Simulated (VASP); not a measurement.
# CuAu (Amm2) in VASP: single point with PBE

Aim: the single point of CuAu with PBE.

Everything below comes from runs of VASP 6.6.1. Logs are shortened: lines on timing, memory, paths and dates and some standing lists are left out, and cuts for length are marked.

### Step 1. The cell of the first run

Symmetry: Amm2, No. 38, orthorhombic system. Conventional cell: a = 4.525 Å, b = 8.204 Å, c = 4.904 Å, α = 90.00°, β = 90.00°, γ = 90.00°. Within 3.6 Å of Au (site symmetry m) lie 7 Cu at 2.69 to 2.92 Å and 5 Au at 2.77 to 2.88 Å. Within 3.5 Å of Au (site symmetry mm2) lie 8 Cu at 2.69 to 2.89 Å and 4 Au at 2.88 Å. Within 3.6 Å of Cu (site symmetry mm2) lie 8 Au at 2.69 to 2.92 Å and 4 Cu at 2.76 Å. Cu (site symmetry m) has 5 Cu at 2.67 to 2.84 Å and 7 Au at 2.69 to 2.89 Å within 3.5 Å.

### Step 2. Single point, PBE

The input, INCAR:

```
SYSTEM = CuAu
ALGO     = Fast           ! electronic algorithm
EDIFF    = 1E-6           ! SCF threshold, eV
ENCUT    = 520            ! plane-wave cutoff, eV
GGA      = PE             ! functional
ISIF     = 2              ! what is computed and relaxed
ISMEAR   = 0              ! smearing method
LASPH    = .True.         ! aspherical terms in the spheres
LCHARG   = .False.        ! write CHGCAR
LREAL    = .False.        ! projectors in reciprocal space
LWAVE    = .False.        ! write WAVECAR
NBANDS   = 42             ! bands
NELM     = 60             ! most SCF steps
PREC     = Accurate       ! precision mode
SIGMA    = 0.1            ! smearing width, eV
```

The input, KPOINTS:

```
k-points
0
Gamma
  8 12 12
  0 0 0
```

The input, POSCAR:

```
CuAu
1.0
    0.0000000000      0.0000000000     -4.5246390238
   -4.1021272181     -2.4520299748      0.0000000000
    0.0000000000      4.9040599495      0.0000000000
Au Cu
3 3
Direct
    0.7500000000      0.6563436285      0.6839330358
    0.7500000000      0.3436563715      0.0275894073
    0.2500000000      1.0000000000      0.6359003421
    0.7500000000      1.0000000000      0.3333071637
    0.2500000000      0.3250044112      0.3221372312
    0.2500000000      0.6749955888      0.9971328200
```

Potentials or basis: VASP PAW PBE potentials, release 64 (Au, Cu).

The run is started by

```console
$ cat potpaw_PBE.64/Au/POTCAR potpaw_PBE.64/Cu/POTCAR > POTCAR
$ mpirun -np 1 vasp_std > vasp.out
```

OUTCAR:

```text
SYSTEM = CuAu
   EDIFF = 1E-6
   ENCUT = 520
   GGA = PE
   ISIF = 2
   ISMEAR = 0
   LASPH = .True.
   LREAL = .False.
   NELM = 60
   PREC = Accurate

 ion  position               nearest neighbor table
   1  0.750  0.656  0.684-   4 2.69   6 2.71   6 2.71   4 2.73   2 2.77   2 2.77   5 2.81   5 2.81
                             2 2.82   3 2.88   3 2.88   4 2.92
   2  0.750  0.344  0.028-   4 2.69   5 2.71   5 2.71   4 2.73   1 2.77   1 2.77   6 2.81   6 2.81
                             1 2.82   3 2.88   3 2.88   4 2.92
   3  0.250  0.000  0.636-   6 2.69   5 2.69   4 2.71   4 2.71   6 2.77   5 2.77   2 2.88   2 2.88
                             1 2.88   1 2.88   5 2.89   6 2.89
   4  0.750  0.000  0.333-   1 2.69   2 2.69   3 2.71   3 2.71   1 2.73   2 2.73   6 2.76   6 2.76
                             5 2.76   5 2.76   2 2.92   1 2.92
   5  0.250  0.325  0.322-   6 2.67   3 2.69   2 2.71   2 2.71   4 2.76   4 2.76   3 2.77   1 2.81
                             1 2.81   3 2.89
   6  0.250  0.675  0.997-   5 2.67   3 2.69   1 2.71   1 2.71   4 2.76   4 2.76   3 2.77   2 2.81
                             2 2.81   3 2.89

  LATTYP: Found a base centered orthorhombic cell.
 ALAT       =     4.9040599495
 B/A-ratio  =     1.6729514975
 C/A-ratio  =     0.9226312627

  Lattice vectors:

 A1 = (  -4.1021272181,   2.4520299747,   0.0000000000)
 A2 = (   4.1021272181,   2.4520299748,   0.0000000000)
 A3 = (   0.0000000000,   0.0000000000,  -4.5246390238)

Analysis of symmetry for initial positions (statically):
=====================================================================
 Subroutine PRICEL returns:
 Original cell was already a primitive cell.

 Routine SETGRP: Setting up the symmetry group for a
 base centered orthorhombic supercell.

 Subroutine GETGRP returns: Found  4 space group operations
 (whereof  2 operations were pure point group operations)
 out of a pool of  8 trial point group operations.

The static configuration has the point symmetry C_1h.
 The point group associated with its full space group is C_2v.

Analysis of symmetry for dynamics (positions and initial velocities):
=====================================================================
 Subroutine PRICEL returns:
 Original cell was already a primitive cell.

 Routine SETGRP: Setting up the symmetry group for a
 base centered orthorhombic supercell.

 Subroutine GETGRP returns: Found  4 space group operations
 (whereof  2 operations were pure point group operations)
 out of a pool of  8 trial point group operations.

The dynamic configuration has the point symmetry C_1h.
 The point group associated with its full space group is C_2v.

 Subroutine INISYM returns: Found  4 space group operations
 (whereof  2 operations are pure point group operations),
 and found     1 'primitive' translations

----------------------------------------------------------------------------------------

                                     Primitive cell

  volume of cell :      91.0225

  direct lattice vectors                    reciprocal lattice vectors
     0.000000000  0.000000000 -4.524639024     0.000000000  0.000000000 -0.221012106
    -4.102127218 -2.452029975  0.000000000    -0.243775960  0.000000000  0.000000000
     0.000000000  4.904059949  0.000000000    -0.121887980  0.203912679  0.000000000

  length of vectors
     4.524639024  4.779110661  4.904059949     0.221012106  0.243775960  0.237564855

  position of ions in fractional coordinates (direct lattice)
     0.750000000  0.656343628  0.683933036
     0.750000000  0.343656372  0.027589407
     0.250000000  0.000000000  0.635900342
     0.750000000  0.000000000  0.333307164
     0.250000000  0.325004411  0.322137231
     0.250000000  0.674995589  0.997132820

  ion indices of the primitive-cell ions
   primitive index   ion index
                 1           1
                 2           2
                 3           3
                 4           4
                 5           5
                 6           6

----------------------------------------------------------------------------------------

 KPOINTS: k-points

Automatic generation of k-mesh.
 Grid dimensions read from file:
 generate k-points for:    8   12   12

 Generating k-lattice:

  Cartesian coordinates                     Fractional coordinates (reciprocal lattice)
     0.000000000  0.000000000 -0.027626513     0.125000000  0.000000000  0.000000000
    -0.020314663  0.000000000  0.000000000     0.000000000  0.083333333  0.000000000
    -0.010157332  0.016992723  0.000000000     0.000000000 -0.000000000  0.083333333

  Length of vectors
     0.027626513  0.020314663  0.019797071

  Shift w.r.t. Gamma in fractional coordinates (k-lattice)
     0.000000000  0.000000000  0.000000000

 Subroutine IBZKPT returns following result:
 ===========================================

 Found    215 irreducible k-points:

 Following reciprocal coordinates:
            Coordinates               Weight
  0.000000  0.000000  0.000000      1.000000
  0.125000  0.000000  0.000000      2.000000
  0.250000  0.000000  0.000000      2.000000
  0.375000  0.000000  0.000000      2.000000
  0.500000  0.000000  0.000000      1.000000
  0.000000  0.083333  0.000000      2.000000
[... 16 lines left out ...]
  0.250000  0.333333  0.000000      4.000000
  0.375000  0.333333  0.000000      4.000000
 [... further k-points ...]
   k-points           NKPTS =    215   k-points in BZ     NKDIM =    215   number of bands    NBANDS=     42
   number of dos      NEDOS =    301   number of ions     NIONS =      6
   total plane-waves  NPLWV =  46656
   dimension x,y,z NGX =    36 NGY =   36 NGZ =   36
   dimension x,y,z NGXF=    72 NGYF=   72 NGZF=   72
   ions per type =               3   3
   NGX,Y,Z   is equivalent  to a cutoff of  13.23, 12.52, 12.20 a.u.
   NGXF,Y,Z  is equivalent  to a cutoff of  26.45, 25.05, 24.41 a.u.
 SYSTEM =  CuAu
   PREC   = accura    normal or accurate (medium, high low for compatibility)
   ISTART =      0    job   : 0-new  1-cont  2-samecut
   ICHARG =      2    charge: 1-file 2-atom 10-const
   ISPIN  =      1    spin polarized calculation?
   LNONCOLLINEAR =      F non collinear calculations
   LSORBIT =      F    spin-orbit coupling
   LASPH  =      T    aspherical Exc in radial PAW
   ENCUT  =  520.0 eV  38.22 Ry    6.18 a.u.   8.41  8.89  9.12*2*pi/ulx,y,z
   NELM   =     60;   NELMIN=  2; NELMDL= -5     # of ELM steps
   EDIFF  = 0.1E-05   stopping-criterion for ELM
   LREAL  =      F    real-space projection
   EDIFFG = 0.1E-04   stopping-criterion for IOM
   NSW    =      0    number of steps for IOM
   IBRION =     -1    ionic relax: 0-MD 1-quasi-New 2-CG
   NFREE  =      0    steps in history (QN), initial steepest desc. (CG)
   ISIF   =      2    stress and relaxation
   ISYM   =      2    0-nonsym 1-usesym 2-fastsym
   POTIM  = 0.5000    time-step for ionic-motion
   TEBEG  =    0.0;   TEEND  =   0.0 temperature during run
   PSTRESS=    0.0 pullay stress
   NELECT =      66.0000    total number of electrons
   NUPDOWN=      -1.0000    fix difference up-down
   EMIN   =  10.00;   EMAX   =-10.00  energy-range for DOS
   EFERMI =   0.00;   METHOD = LEGACY
   ISMEAR =     0;   SIGMA  =   0.10  broadening in eV -4-tet -1-fermi 0-gaus
   EFERMI_NEDOS =   21; number of points for ismear=-14 and -15
   IALGO  =     68    algorithm
   IMIX   =      4    mixing-type and parameters
     AMIX     =   0.40;   BMIX     =  1.00
     AMIX_MAG =   1.60;   BMIX_MAG =  1.00
  volume/ion in A,a.u.               =      15.17       102.38
  Fermi-wavevector in a.u.,A,eV,Ry     =   1.470753  2.779321 29.430975  2.163116
  Thomas-Fermi vector in A             =   2.585972
   LORBIT       =      0    0 simple, 1 ext, 2 COOP (PROOUT), +10 PAW based schemes
   GGA     = PE    functional components
   LHFCALC =     F    Hartree Fock is set to
   AEXX    =    0.0000 exact exchange contribution
   IVDW    =     0    specifies the selected vdW correction
   LEPSILON=     F    determine dielectric tensor
   LRPA    =     F    only Hartree local field effects (RPA)
 non-spin polarized calculation
 RMM-DIIS sequential band-by-band and
 Gauss-broadening in eV      SIGMA  =   0.10
  energy-cutoff  :      520.00
  volume of cell :       91.02
 maximum number of plane-waves:      2476
 NGX is ok and might be reduce to    36
   NGX = 17   NGY = 17   NGZ = 19

 number of electron      66.0000017 magnetization

 Free energy of the ion-electron system (eV)
  ---------------------------------------------------
  ext. energy  EPLUGINS =         0.00000000
  ---------------------------------------------------
  free energy    TOTEN  =       -20.96884553 eV

  energy without entropy =      -20.96091654  energy(sigma->0) =      -20.96488104

 E-fermi :   8.0668     XC(G=0): -12.4177

 val. band max:        8.0653811298   @ k =   0.5000   0.1667   0.5000
 cond. band min:       8.0682040274   @ k =   0.1250   0.0000   0.5000
 fundamental gap:      0.0028228976
 Fermi energy:         8.0667782219

 k-point     1 :       0.0000    0.0000    0.0000
  band No.  band energies     occupation
      1      -1.2524      2.00000
      2       1.5915      2.00000
      3       2.3396      2.00000
      4       2.4816      2.00000
      5       2.4851      2.00000
      6       2.5690      2.00000
[... 34 lines left out ...]
     41      17.4021      0.00000
     42      18.0270      0.00000

 k-point     2 :       0.1250    0.0000    0.0000
  band No.  band energies     occupation
      1      -1.1198      2.00000
      2       1.5923      2.00000
      3       2.3526      2.00000
      4       2.4768      2.00000
      5       2.5398      2.00000
      6       2.6434      2.00000
[... 34 lines left out ...]
     41      16.3962      0.00000
     42      16.7862      0.00000

 k-point     3 :       0.2500    0.0000    0.0000
  band No.  band energies     occupation
      1      -0.7355      2.00000
      2       1.5592      2.00000
      3       2.4157      2.00000
      4       2.4859      2.00000
      5       2.6589      2.00000
      6       2.8268      2.00000
[... 897 lines left out ...]
      4       2.2004      2.00000
      5       2.2838      2.00000
      6       2.6251      2.00000
[... 34 lines left out ...]
     41      15.7959      0.00000
     42      17.3877      0.00000

 k-point    24 :       0.3750    0.3333    0.0000
  band No.  band energies     occupation
      1       0.7861      2.00000
      2       1.8016      2.00000
      3       1.9672      2.00000
      4       2.0380      2.00000
      5       2.4285      2.00000
      6       2.6471      2.00000
[... 34 lines left out ...]
     41      17.3884      0.00000
     42      18.2082      0.00000

 [... further k-points ...]

------------------------ aborting loop because EDIFF is reached ----------------------------------------

  FORCE on cell =-STRESS in cart. coord.  units (eV):
  Direction    XX          YY          ZZ          XY          YZ          ZX
  --------------------------------------------------------------------------------------
  -------------------------------------------------------------------------------------
  Total        0.2881317      0.2828404      0.2696674      0.0000000      0.0000000      0.0000000
  in kB        5.0716911      4.9785539      4.7466821      0.0000000      0.0000000      0.0000000
  external PRESSURE =       4.9323090 kB  Pullay stress =       0.0000000 kB

 VOLUME and BASIS-vectors are now :
 -----------------------------------------------------------------------------
  energy-cutoff  :      520.00
  volume of cell :       91.02
      direct lattice vectors                 reciprocal lattice vectors
     0.000000000  0.000000000 -4.524639024     0.000000000  0.000000000 -0.221012106
    -4.102127218 -2.452029975  0.000000000    -0.243775960  0.000000000  0.000000000
     0.000000000  4.904059949  0.000000000    -0.121887980  0.203912679  0.000000000

 POSITION                                       TOTAL-FORCE (eV/Angst)
 -----------------------------------------------------------------------------------
     -2.69241      1.74467     -3.39348         0.000793     -0.008324      0.000000
     -1.40972     -0.70736     -3.39348        -0.000793     -0.008324      0.000000
      0.00000      3.11849     -1.13116         0.000000      0.004456     -0.000000
      0.00000      1.63456     -3.39348         0.000000      0.009359     -0.000000
     -1.33321      0.78286     -1.13116        -0.006779      0.001417     -0.000000
     -2.76892      3.23489     -1.13116         0.006779      0.001417     -0.000000
 -----------------------------------------------------------------------------------
    total drift:                                0.000000      0.000330     -0.000000

  FREE ENERGIE OF THE ION-ELECTRON SYSTEM (eV)
  ---------------------------------------------------
  free  energy   TOTEN  =       -20.9688455348 eV

  energy  without entropy=      -20.9609165439  energy(sigma->0) =      -20.96488104
```

Wall time 15 min (1 thread of Intel Xeon Platinum 8259CL at 2.50GHz (Skylake/Cascade Lake), shared host); peak memory 0.69 GiB.

What came out:

```yaml
Free_energy: -20.9688 eV
Pressure: 0.5 GPa
Largest_force: 0.009 eV/Å
Band_gap_on_the_k_mesh: zero (bands 33 and 34 overlap by 4.79 eV)
```

Forces on the atoms (eV/Å):
```
Au   0.001 -0.008  0.000
Au  -0.001 -0.008  0.000
Au   0.000  0.004  0.000
Cu   0.000  0.009  0.000
Cu  -0.007  0.001  0.000
Cu   0.007  0.001  0.000
```

Levels at points of the mesh, in eV from the Fermi level:
| k point | band 29 | band 30 | band 31 | band 32 | band 33 | band 34 | band 35 | band 36 | band 37 | band 38 |
| --- | --- | --- | --- | --- | --- | --- | --- | --- | --- | --- |
| (0.00, 0.00, 0.00) | -1.74 | -1.67 | -1.60 | -0.80 | 1.77 | 2.31 | 2.63 | 2.91 | 3.57 | 3.60 |
| (0.50, 0.00, 0.00) | -1.68 | -1.68 | -1.67 | -1.62 | 3.49 | 4.00 | 4.23 | 4.58 | 4.82 | 4.97 |
| (0.00, 0.50, 0.00) | -1.59 | -1.58 | -1.55 | -1.48 | 0.12 | 1.08 | 3.92 | 3.93 | 4.12 | 4.25 |
| (0.50, 0.50, 0.00) | -1.60 | -1.55 | -1.43 | -1.39 | -1.36 | -1.30 | 0.05 | 0.06 | 4.04 | 4.20 |
| (0.00, 0.00, 0.50) | -1.63 | -1.59 | -1.58 | -1.51 | 0.05 | 1.40 | 3.64 | 3.88 | 4.09 | 4.44 |
| (0.50, 0.00, 0.50) | -1.56 | -1.52 | -1.37 | -1.30 | -1.27 | -1.25 | 0.79 | 0.81 | 4.25 | 4.36 |

Caveat: spin-orbit coupling is left out, which moves the levels of the heavy elements.
